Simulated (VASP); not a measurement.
# Rh (Cmcm) in VASP: notebook

Rh is run at these levels: LDA; tasks: single point.

Everything below comes from runs of VASP 6.6.1. Logs are shortened: lines on timing, memory, paths and dates and some standing lists are left out, and cuts for length are marked.

## Step 1: The cell of the first run

The structure is orthorhombic, space group Cmcm (No. 63). The conventional cell has a = 2.609 Å, b = 5.193 Å, c = 7.714 Å, α = 90.00°, β = 90.00°, γ = 90.00°. Rh (site symmetry 2/m) has 12 Rh at 2.48 to 2.91 Å within 3.3 Å. Within 3.3 Å of Rh (site symmetry m2m) lie 12 Rh at 2.48 to 2.91 Å.

## Step 2: Single point, LDA

File INCAR:

```
SYSTEM = Rh
  PREC = Accurate
  ENCUT = 520
  EDIFF = 1E-6
  ISMEAR = 0
  SIGMA = 0.15
  LREAL = .FALSE.
  LASPH = .TRUE.
  NELM = 60
  ALGO = Fast
  ISIF = 2
  LWAVE = .FALSE.
  LCHARG = .TRUE.
  LELF = .TRUE.
  LVHAR = .TRUE.
  NBANDS = 38
```

File KPOINTS:

```
Automatic mesh
0
G
  18 18 6
  0 0 0
```

File POSCAR:

```
Rh
1.0
    2.6086300165      0.0000000000      0.0000000000
   -1.3043150082      2.5965035222      0.0000000000
    0.0000000000      0.0000000000      7.7135244811
Rh
4
Direct
    0.0000000000      0.0000000000      0.0000000000
    0.3333333333      0.6666666667      0.2500000000
    0.0000000000      0.0000000000      0.5000000000
    0.6666666667      0.3333333333      0.7500000000
```

Potentials or basis: VASP PAW LDA potentials, release 64 (Rh_pv).

Launch:

```sh
cat potpaw_LDA.64/Rh_pv/POTCAR > POTCAR
mpirun -np 1 vasp_std > vasp.out
```

OUTCAR:

```text
SYSTEM = Rh
   PREC = Accurate
   ENCUT = 520
   EDIFF = 1E-6
   ISMEAR = 0
   LREAL = .FALSE.
   LASPH = .TRUE.
   NELM = 60
   ISIF = 2

 ion  position               nearest neighbor table
   1  0.000  0.000  0.000-   2 2.48   4 2.48   4 2.48   2 2.48   4 2.59   2 2.59
   2  0.333  0.667  0.250-   1 2.48   3 2.48   1 2.48   3 2.48   1 2.59   3 2.59
   3  0.000  0.000  0.500-   2 2.48   4 2.48   4 2.48   2 2.48   4 2.59   2 2.59
   4  0.667  0.333  0.750-   1 2.48   3 2.48   1 2.48   3 2.48   1 2.59   3 2.59

  LATTYP: Found a base centered orthorhombic cell.
 ALAT       =     2.6086300165
 B/A-ratio  =     1.9907027871
 C/A-ratio  =     2.9569254483

  Lattice vectors:

 A1 = (   1.3043150082,  -2.5965035222,   0.0000000000)
 A2 = (   1.3043150083,   2.5965035222,   0.0000000000)
 A3 = (   0.0000000000,   0.0000000000,   7.7135244811)

Analysis of symmetry for initial positions (statically):
=====================================================================
 Subroutine PRICEL returns:
 Original cell was already a primitive cell.

 Routine SETGRP: Setting up the symmetry group for a
 base centered orthorhombic supercell.

 Subroutine GETGRP returns: Found  8 space group operations
 (whereof  4 operations were pure point group operations)
 out of a pool of  8 trial point group operations.

The static configuration has the point symmetry C_2h.
 The point group associated with its full space group is D_2h.

Analysis of symmetry for dynamics (positions and initial velocities):
=====================================================================
 Subroutine PRICEL returns:
 Original cell was already a primitive cell.

 Routine SETGRP: Setting up the symmetry group for a
 base centered orthorhombic supercell.

 Subroutine GETGRP returns: Found  8 space group operations
 (whereof  4 operations were pure point group operations)
 out of a pool of  8 trial point group operations.

The dynamic configuration has the point symmetry C_2h.
 The point group associated with its full space group is D_2h.

 Subroutine INISYM returns: Found  8 space group operations
 (whereof  4 operations are pure point group operations),
 and found     1 'primitive' translations

----------------------------------------------------------------------------------------

                                     Primitive cell

  volume of cell :      52.2461

  direct lattice vectors                    reciprocal lattice vectors
     2.608630016  0.000000000  0.000000000     0.383342978  0.192566656  0.000000000
    -1.304315008  2.596503522  0.000000000     0.000000000  0.385133312  0.000000000
     0.000000000  0.000000000  7.713524481     0.000000000  0.000000000  0.129642423

  length of vectors
     2.608630016  2.905695817  7.713524481     0.428991557  0.385133312  0.129642423

  position of ions in fractional coordinates (direct lattice)
     0.000000000  0.000000000  0.000000000
     0.333333333  0.666666667  0.250000000
     0.000000000  0.000000000  0.500000000
     0.666666667  0.333333333  0.750000000

  ion indices of the primitive-cell ions
   primitive index   ion index
                 1           1
                 2           2
                 3           3
                 4           4

----------------------------------------------------------------------------------------

 KPOINTS: Automatic mesh

Automatic generation of k-mesh.
 Grid dimensions read from file:
 generate k-points for:   18   18    6

 Generating k-lattice:

  Cartesian coordinates                     Fractional coordinates (reciprocal lattice)
     0.021296832  0.010698148  0.000000000     0.055555556  0.000000000  0.000000000
     0.000000000  0.021396295  0.000000000     0.000000000  0.055555556  0.000000000
     0.000000000  0.000000000  0.021607070     0.000000000  0.000000000  0.166666667

  Length of vectors
     0.023832864  0.021396295  0.021607070

  Shift w.r.t. Gamma in fractional coordinates (k-lattice)
     0.000000000  0.000000000  0.000000000

 Subroutine IBZKPT returns following result:
 ===========================================

 Found    364 irreducible k-points:

 Following reciprocal coordinates:
            Coordinates               Weight
  0.000000  0.000000  0.000000      1.000000
  0.055556  0.000000  0.000000      4.000000
  0.111111  0.000000  0.000000      4.000000
  0.166667  0.000000  0.000000      4.000000
  0.222222 -0.000000  0.000000      4.000000
  0.277778  0.000000  0.000000      4.000000
[... 16 lines left out ...]
 -0.333333  0.055556  0.000000      4.000000
 -0.277778  0.055556  0.000000      4.000000
 [... further k-points ...]
   k-points           NKPTS =    364   k-points in BZ     NKDIM =    364   number of bands    NBANDS=     38
   number of dos      NEDOS =    301   number of ions     NIONS =      4
   total plane-waves  NPLWV =  28800
   dimension x,y,z NGX =    20 NGY =   24 NGZ =   60
   dimension x,y,z NGXF=    40 NGYF=   48 NGZF=  120
   ions per type =               4
   NGX,Y,Z   is equivalent  to a cutoff of  12.75, 13.73, 12.93 a.u.
   NGXF,Y,Z  is equivalent  to a cutoff of  25.49, 27.46, 25.86 a.u.
 SYSTEM =  Rh
   PREC   = accura    normal or accurate (medium, high low for compatibility)
   ISTART =      0    job   : 0-new  1-cont  2-samecut
   ICHARG =      2    charge: 1-file 2-atom 10-const
   ISPIN  =      1    spin polarized calculation?
   LNONCOLLINEAR =      F non collinear calculations
   LSORBIT =      F    spin-orbit coupling
   LASPH  =      T    aspherical Exc in radial PAW
   ENCUT  =  520.0 eV  38.22 Ry    6.18 a.u.   4.85  5.40 14.34*2*pi/ulx,y,z
   NELM   =     60;   NELMIN=  2; NELMDL= -5     # of ELM steps
   EDIFF  = 0.1E-05   stopping-criterion for ELM
   LREAL  =      F    real-space projection
[... 7 lines left out ...]
   TEBEG  =    0.0;   TEEND  =   0.0 temperature during run
   PSTRESS=    0.0 pullay stress
   NELECT =      60.0000    total number of electrons
   NUPDOWN=      -1.0000    fix difference up-down
   EMIN   =  10.00;   EMAX   =-10.00  energy-range for DOS
   EFERMI =   0.00;   METHOD = LEGACY
   ISMEAR =     0;   SIGMA  =   0.15  broadening in eV -4-tet -1-fermi 0-gaus
   EFERMI_NEDOS =   21; number of points for ismear=-14 and -15
   IALGO  =     68    algorithm
   IMIX   =      4    mixing-type and parameters
     AMIX     =   0.40;   BMIX     =  1.00
     AMIX_MAG =   1.60;   BMIX_MAG =  1.00
  volume/ion in A,a.u.               =      13.06        88.14
  Fermi-wavevector in a.u.,A,eV,Ry     =   1.714380  3.239709 39.988879  2.939100
  Thomas-Fermi vector in A             =   2.791949
   LORBIT       =      0    0 simple, 1 ext, 2 COOP (PROOUT), +10 PAW based schemes
   GGA     = CA    functional components
   LHFCALC =     F    Hartree Fock is set to
   AEXX    =    0.0000 exact exchange contribution
   IVDW    =     0    specifies the selected vdW correction
   LEPSILON=     F    determine dielectric tensor
   LRPA    =     F    only Hartree local field effects (RPA)
 non-spin polarized calculation
 RMM-DIIS sequential band-by-band and
 Gauss-broadening in eV      SIGMA  =   0.15
  energy-cutoff  :      520.00
  volume of cell :       52.25
 maximum number of plane-waves:      1429
   NGX =  9   NGY = 11   NGZ = 29

 number of electron      60.0000010 magnetization

 Free energy of the ion-electron system (eV)
  ---------------------------------------------------
  ext. energy  EPLUGINS =         0.00000000
  ---------------------------------------------------
  free energy    TOTEN  =       -33.28050090 eV

  energy without entropy =      -33.20639405  energy(sigma->0) =      -33.24344748

 E-fermi :  12.6824     XC(G=0): -14.6392

 val. band max:       12.6817204530   @ k =   0.4444   0.0556   0.5000
 cond. band min:      12.6828894158   @ k =   0.4444   0.1111   0.1667
 fundamental gap:      0.0011689628
 Fermi energy:        12.6823884651

 k-point     1 :       0.0000    0.0000    0.0000
  band No.  band energies     occupation
      1     -34.7192      2.00000
      2     -34.1622      2.00000
      3     -34.0942      2.00000
      4     -33.7613      2.00000
      5     -33.7185      2.00000
      6     -33.6725      2.00000
[... 30 lines left out ...]
     37      24.4463      0.00000
     38      26.1720      0.00000

 k-point     2 :       0.0556    0.0000    0.0000
  band No.  band energies     occupation
      1     -34.7084      2.00000
      2     -34.1704      2.00000
      3     -34.1033      2.00000
      4     -33.7796      2.00000
      5     -33.7269      2.00000
      6     -33.6693      2.00000
[... 30 lines left out ...]
     37      24.4321      0.00000
     38      26.3704      0.00000

 k-point     3 :       0.1111    0.0000    0.0000
  band No.  band energies     occupation
      1     -34.6767      2.00000
      2     -34.1962      2.00000
      3     -34.1308      2.00000
      4     -33.8279      2.00000
      5     -33.7461      2.00000
      6     -33.6846      2.00000
[... 30 lines left out ...]
     37      24.3829      0.00000
     38      26.9118      0.00000

 k-point     4 :       0.1667    0.0000    0.0000
  band No.  band energies     occupation
      1     -34.6254      2.00000
      2     -34.2414      2.00000
      3     -34.1770      2.00000
      4     -33.8962      2.00000
      5     -33.7740      2.00000
      6     -33.7167      2.00000
[... 30 lines left out ...]
     37      24.2955      0.00000
     38      27.5978      0.00000
[... 703 lines left out ...]
      4     -34.1732      2.00000
      5     -34.1104      2.00000
      6     -33.8242      2.00000
[... 30 lines left out ...]
     37      23.4207      0.00000
     38      24.0552      0.00000

 k-point    23 :      -0.3333    0.0556    0.0000
  band No.  band energies     occupation
      1     -34.4425      2.00000
      2     -34.4245      2.00000
      3     -34.3523      2.00000
      4     -34.1199      2.00000
      5     -34.0167      2.00000
      6     -33.7934      2.00000
[... 30 lines left out ...]
     37      23.8080      0.00000
     38      24.3714      0.00000

 k-point    24 :      -0.2778    0.0556    0.0000
  band No.  band energies     occupation
      1     -34.4971      2.00000
      2     -34.3655      2.00000
      3     -34.2977      2.00000
      4     -34.0488      2.00000
      5     -33.9094      2.00000
      6     -33.7657      2.00000
[... 30 lines left out ...]
     37      24.1450      0.00000
     38      26.1468      0.00000

 [... further k-points ...]
[... 5 lines left out ...]
  --------------------------------------------------------------------------------------
  -------------------------------------------------------------------------------------
  Total        6.0370799     -2.8959261     15.6357803     -0.0000000      0.0000000      0.0000000
  in kB      185.1327450    -88.8063031    479.4859397     -0.0000000      0.0000000      0.0000000
  external PRESSURE =     191.9374605 kB  Pullay stress =       0.0000000 kB

 VOLUME and BASIS-vectors are now :
 -----------------------------------------------------------------------------
  energy-cutoff  :      520.00
  volume of cell :       52.25
      direct lattice vectors                 reciprocal lattice vectors
     2.608630016  0.000000000  0.000000000     0.383342978  0.192566656  0.000000000
    -1.304315008  2.596503522  0.000000000     0.000000000  0.385133312  0.000000000
     0.000000000  0.000000000  7.713524481     0.000000000  0.000000000  0.129642423

 POSITION                                       TOTAL-FORCE (eV/Angst)
 -----------------------------------------------------------------------------------
      0.00000      0.00000      0.00000         0.000000      0.000000      0.000000
     -0.00000      1.73100      1.92838        -0.000000     -0.736661     -0.000000
      0.00000      0.00000      3.85676         0.000000      0.000000      0.000000
      1.30432      0.86550      5.78514         0.000000      0.736661      0.000000
 -----------------------------------------------------------------------------------
    total drift:                                0.000000     -0.000000      0.000000

  FREE ENERGIE OF THE ION-ELECTRON SYSTEM (eV)
  ---------------------------------------------------
  free  energy   TOTEN  =       -33.2805009022 eV

  energy  without entropy=      -33.2063940530  energy(sigma->0) =      -33.24344748
```

Wall time 9.8 min (1 thread of Intel Xeon Platinum 8375C at 2.90GHz (Ice Lake), shared host); peak memory 0.53 GiB.

What came out:

| Quantity | Value |
| --- | --- |
| Free energy | -33.2805 eV |
| Pressure | 19.2 GPa |
| Largest force | 0.737 eV/Å |
| Band gap on the k mesh | zero (bands 30 and 31 overlap by 2.42 eV) |

Forces on the atoms (eV/Å):
```
Rh   0.000  0.000  0.000
Rh   0.000 -0.737  0.000
Rh   0.000  0.000  0.000
Rh   0.000  0.737  0.000
```

Caveat: the cell differs from its parent crystal (strain +e along x and -e along y -0.0733, strain +e along z and -e/2 along x and y -0.1100); the stress differs along the axes, from -9 to 48 GPa.

(Part 1 of 2 ends here.)
